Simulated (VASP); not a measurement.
Here is a VASP 6.6.1 calculation.

INCAR

```
PREC = Accurate
ENCUT = 520
EDIFF = 1E-6
ISMEAR = 0
SIGMA = 0.05
LREAL = False
LASPH = True
NELM = 60
ALGO = Normal
ISIF = 2
LWAVE = False
LCHARG = False
GGA = PE
NBANDS = 14
```

File KPOINTS:

```
Automatic mesh
0
Gamma
  8 8 8
```

POSCAR

```
NaF
1.0
    0.0000000000      2.3233000000      2.3233000000
    2.3233000000      0.0000000000      2.3233000000
    2.3233000000      2.3233000000      0.0000000000
Na F
1 1
Direct
    0.0000000000      0.0000000000      0.0000000000
    0.5161408342      0.5161408342      0.4838591658
```

Potentials or basis: VASP PAW PBE potentials, release 64 (Na_pv, F).

Command:

```bash
$ cat potpaw_PBE.64/Na_pv/POTCAR potpaw_PBE.64/F/POTCAR > POTCAR
$ mpirun -np 1 vasp_std > vasp.out
```

(1) Estimate the pressure.

(2) What does it give for the largest force?

## Answers

(1) 1.7 GPa.

(2) 0.182 eV/Å.

Caveat: the cell differs from its parent crystal (all F atoms moved +0.075 Å, as atom 2 along Cartesian [0 0 1]).
